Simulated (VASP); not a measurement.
A run of VASP 6.6.1 is set up as follows.

File INCAR:

```
SYSTEM = Ni
PREC     = Accurate       ! precision mode
ENCUT    = 520            ! plane-wave cutoff, eV
EDIFF    = 1E-6           ! SCF threshold, eV
ISMEAR   = -1             ! smearing method
SIGMA    = 0.1            ! smearing width, eV
LREAL    = .False.        ! projectors in reciprocal space
LASPH    = .True.         ! aspherical terms in the spheres
NELM     = 60             ! most SCF steps
ALGO     = Normal         ! electronic algorithm
ISIF     = 2              ! what is computed and relaxed
LWAVE    = .False.        ! write WAVECAR
LCHARG   = .True.         ! write CHGCAR
GGA      = PS             ! functional
LELF     = .True.         ! ELF
LVHAR    = .True.       
NBANDS   = 17             ! bands
```

File KPOINTS:

```
Automatic mesh
0
Gamma
  24 24 13
  0 0 0
```

POSCAR

```
Ni
1.0
    2.4434674628      0.0000000000      0.0000000000
   -1.2217337314      2.1161048961      0.0000000000
    0.0000000000      0.0000000000      4.0175301701
Ni
2
Direct
    0.3333333333      0.6666666667      0.2500000000
    0.6666666667      0.3333333333      0.7500000000
```

Potentials or basis: VASP PAW PBE potentials, release 64 (Ni).

The run is started by

```console
$ cat potpaw_PBE.64/Ni/POTCAR > POTCAR
$ mpirun -np 1 vasp_std > vasp.out
```

(1) What does it give for the pressure?

(2) Estimate the band gap on the k mesh.

## Answers

(1) 0.0 GPa.

(2) zero (band 10 reaches 9.82 eV, above the bottom of band 11 at 9.28 eV).

Caveat: the PAW data sets were made with another functional, which shifts forces and pressure a little; the run has no spin polarisation, though such a crystal can be magnetic.
